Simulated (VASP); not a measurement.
Input of a VASP 6.6.1 run:

The input INCAR:

```
ALGO     = Normal         # electronic algorithm
EDIFF    = 1E-7           # SCF threshold, eV
ENCUT    = 520            # plane-wave cutoff, eV
GGA      = PE             # functional
ISIF     = 2              # what is computed and relaxed
ISMEAR   = 0              # smearing method
LASPH    = T              # aspherical terms in the spheres
LCHARG   = F              # write CHGCAR
LREAL    = Auto         
LWAVE    = F              # write WAVECAR
NBANDS   = 86             # bands
NELM     = 100            # most SCF steps
PREC     = Accurate       # precision mode
SIGMA    = 0.05           # smearing width, eV
```

Contents of KPOINTS:

```
k-points
0
Gamma
  1 1 7
```

File POSCAR:

```
ZnSe
1.0
   13.9000000000      0.0000000000      0.0000000000
    0.0000000000     14.2000000000      0.0000000000
    0.0000000000      0.0000000000      6.6368053599
Zn Se
8 8
Direct
    0.6744987351      0.5000000000      0.6752882590
    0.5000000000      0.6708014316      0.6753025986
    0.6233963144      0.6207776688      0.1753035384
    0.3255012649      0.5000000000      0.6752882590
    0.3766036856      0.6207776688      0.1753035384
    0.5000000000      0.3291985684      0.6753025986
    0.3766036856      0.3792223312      0.1753035384
    0.6233963144      0.3792223312      0.1753035384
    0.6565462487      0.6532362631      0.8247016682
    0.7214071590      0.5000000000      0.3246981752
    0.3434537513      0.6532362631      0.8247016682
    0.5000000000      0.7167015510      0.3247005539
    0.3434537513      0.3467637369      0.8247016682
    0.2785928410      0.5000000000      0.3246981752
    0.6565462487      0.3467637369      0.8247016682
    0.5000000000      0.2832984490      0.3247005539
```

Potentials or basis: VASP PAW PBE potentials, release 64 (Zn, Se).

Run with:

```console
$ cat potpaw_PBE.64/Zn/POTCAR potpaw_PBE.64/Se/POTCAR > POTCAR
$ mpirun -np 1 vasp_std > vasp.out
```

(1) What does it give for the largest force?

(2) What does it give for the band gap on the k mesh?

## Answers

(1) 0.045 eV/Å.

(2) 2.46 eV.
